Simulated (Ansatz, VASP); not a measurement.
Two plane-wave programs on GaN

```
CELL_PARAMETERS angstrom
0.00000 2.25737 2.25737
2.24894 0.00843 2.24894
2.24894 2.24894 0.00843
ATOMIC_POSITIONS crystal
Ga 0.00000 0.00000 0.00000
N 0.75000 0.75000 0.75000
```

Change from the starting cell: strain +0.0075 x Voigt [0, 0, 0, 1, 0, 0], atoms carried along.

Alike in both runs: task single point; functional r2SCAN; k mesh 10 × 10 × 10; occupations gaussian, width 0.05 eV; no spin polarisation.

|  | VASP | Ansatz |
| --- | --- | --- |
| version | VASP 6.6.1 | Ansatz 0.2.0 |
| potentials or method | VASP PAW PBE potentials, release 64 (Ga_d, N), cutoff 520 eV | scalar-relativistic, plane waves, PAW |
| valence electrons in the cell | 18 | 18 |

|  | VASP | Ansatz | Ansatz less VASP |
| --- | --- | --- | --- |
| gap on the k mesh at the Fermi level (eV) | 2.14 | 2.15 | +0.009 |
| least direct gap on the mesh (eV) | 2.14 | 2.15 | +0.009 |
| pressure (GPa) | 1.1 | 0.0 | -1.07 |
| traceless stress, the component that is largest in VASP (GPa) | -1.52 | -1.50 | +0.013 |
| rms of the force components (eV/Å) | 0.038 | 0.036 | -0.0017 |

VASP's potentials were made for PBE, not for r2SCAN. Atom by atom the forces differ by 0.002 eV/Å (rms over components). The functional is the same, so the differences come from potentials, cutoffs and numerics.
